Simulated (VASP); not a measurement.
Here is a VASP 6.6.1 calculation.

File INCAR:

```
ALGO = Normal
DIPOL = 0.5 0.5 0.301
EDIFF = 1E-6
ENCUT = 520
GGA = PE
IDIPOL = 3
ISIF = 2
ISMEAR = 0
IVDW = 12
LASPH = True
LCHARG = False
LDIPOL = True
LREAL = Auto
LWAVE = False
NBANDS = 44
NELM = 80
PREC = Accurate
SIGMA = 0.1
```

File KPOINTS:

```
k-points
0
Gamma
  5 4 1
```

Contents of POSCAR:

```
Al16Au
1.0
    5.6324246412      0.0000000000      0.0000000000
    0.0000000000      7.9654513166      0.0000000000
    0.0000000000      0.0000000000     21.2293510975
Al Au
16 1
Direct
    0.2500000000      0.2500000000      0.1884183827
    0.2500000000      0.7500000000      0.1884183827
    0.7500000000      0.2500000000      0.1884183827
    0.7500000000      0.7500000000      0.1884183827
    0.0000000000      0.0000000000      0.2547466541
    0.0000000000      0.5000000000      0.2547466541
    0.5000000000      0.0000000000      0.2547466541
    0.5000000000      0.5000000000      0.2547466541
    0.2500000000      0.2500000000      0.3240951258
    0.2500000000      0.7500000000      0.3240951258
    0.7500000000      0.2500000000      0.3240951258
    0.7500000000      0.7500000000      0.3240951258
    0.0000000000      0.0000000000      0.3876402562
    0.0000000000      0.5000000000      0.3876402562
    0.5000000000      0.0000000000      0.3876402562
    0.5000000000      0.5000000000      0.3876402562
    0.0833333333      0.1875000000      0.4912703667
```

Potentials or basis: VASP PAW PBE potentials, release 64 (Al, Au).

The run is started by

```bash
$ cat potpaw_PBE.64/Al/POTCAR potpaw_PBE.64/Au/POTCAR > POTCAR
$ mpirun -np 1 vasp_std > vasp.out
```

Q: Predict the largest force.

A: 1.524 eV/Å.

Q: Estimate the band gap on the k mesh.

A: Zero (an odd number of electrons rules out a gap without spin polarisation).

Q: Estimate the dispersion energy per atom.

A: -0.216 eV.

Forces on the atoms (eV/Å):
```
Al  -0.012 -0.009  0.161
Al   0.108 -0.020  0.129
Al   0.019 -0.003  0.148
Al  -0.106 -0.027  0.106
Al  -0.065  0.018 -0.151
Al  -0.035 -0.002 -0.114
Al   0.078 -0.075 -0.084
Al   0.034  0.071 -0.079
Al   0.056  0.009 -0.130
Al   0.073  0.068  0.071
Al  -0.046 -0.028 -0.104
Al  -0.063  0.047 -0.048
Al   0.028  0.557  1.047
Al   0.034 -0.368  0.456
Al   0.005  0.004  0.085
Al  -0.002  0.009  0.008
Au  -0.104 -0.252 -1.500
```

Caveat: spin-orbit coupling is left out, which moves the levels of the heavy elements.
